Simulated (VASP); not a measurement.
Write the native input for VASP 6.6.1 that does the following.

* Task: single point
* Functional: revPBE
* Potentials or basis: VASP PAW PBE potentials, release 64 (H, Pb_d, N, O)
* Cutoff: 520 eV
* k mesh: 4 × 4 × 3
* Occupations: fermi-dirac, width 0.05 eV
* Spin: no spin polarisation
* Dipole correction: no
* Further INCAR settings: ALGO = Normal; EDIFF = 1e-07; NBANDS = 57

The structure of HPbNO4 lies in POSCAR:

```
HPbNO4
1.0
    5.0374165576      0.0000000000      0.0000000000
    0.0000000000      5.8002426535      0.0000000000
    0.0000000000      0.0000000000      7.5979604642
H Pb N O
2 2 2 8
Direct
    0.0000000000      0.5000000000      0.1823749752
    0.5000000000      0.0000000000      0.8176250248
    0.5000000000      0.5000000000      0.9688496514
    0.0000000000      0.0000000000      0.0311503486
    0.0000000000      0.0000000000      0.6427893548
    0.5000000000      0.5000000000      0.3572106452
    0.0000000000      0.5000000000      0.0541769459
    0.5000000000      0.0000000000      0.9458230541
    0.0000000000      0.1897437880      0.7331370118
    0.0000000000      0.8102562120      0.7331370118
    0.0000000000      0.0000000000      0.4819058494
    0.5000000000      0.6897437880      0.2668629882
    0.5000000000      0.3102562120      0.2668629882
    0.5000000000      0.5000000000      0.5180941506
```

These files were run (other wordings do the same):

INCAR

```
SYSTEM = HPbNO4
PREC = Accurate
ENCUT = 520
EDIFF = 1E-7
ISMEAR = -1
SIGMA = 0.05
LREAL = .FALSE.
LASPH = .TRUE.
NELM = 100
ALGO = Normal
ISIF = 2
LWAVE = .FALSE.
LCHARG = .FALSE.
GGA = RE
NBANDS = 57
```

KPOINTS

```
Automatic mesh
0
G
  4 4 3
  0 0 0
```

Potentials or basis: VASP PAW PBE potentials, release 64 (H, Pb_d, N, O).

The run is started by

```sh
$ cat potpaw_PBE.64/H/POTCAR potpaw_PBE.64/Pb_d/POTCAR potpaw_PBE.64/N/POTCAR potpaw_PBE.64/O/POTCAR > POTCAR
$ mpirun -np 1 vasp_std > vasp.out
```

It gave:

* Pressure: 0.6 GPa
* Largest force: 0.571 eV/Å
* Band gap on the k mesh: 2.77 eV (least direct gap 2.86 eV)

Caveat: the standard files for N, O and F lose accuracy on very short bonds; the PAW data sets were made with another functional, which shifts forces and pressure a little; spin-orbit coupling is left out, which moves the levels of the heavy elements.

It took 2.5 min on 1 thread of Intel(R) Xeon(R) 6975P-C (Granite Rapids), on a shared host, peak memory 0.43 GiB.
